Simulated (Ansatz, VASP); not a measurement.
Two plane-wave programs on Si

```
Si
1.0
     2.46572    0.00000    0.00000
     0.00000    2.46572    0.00000
     0.00000    0.00000    2.46572
Si
1
Direct
  0.00000 0.00000 0.00000
```

Alike in both runs: task single point; functional LDA; k mesh 14 × 14 × 14; occupations fermi-dirac, width 0.1 eV; no spin polarisation.

|  | VASP | Ansatz |
| --- | --- | --- |
| version | VASP 6.6.1 | Ansatz 0.2.0 |
| potentials or method | VASP PAW LDA potentials, release 64 (Si), cutoff 520 eV | plane waves (420 eV) with PAW, scalar-relativistic |
| valence electrons in the cell | 4 | 4 |

|  | VASP | Ansatz | Ansatz less VASP |
| --- | --- | --- | --- |
| pressure (GPa) | 5.5 | 5.4 | -0.10 |

Ansatz warns that its potentials were made for another functional, while VASP's fit it. LDA's correlation is that of Perdew and Zunger in VASP and of Perdew and Wang (1992) in Ansatz.
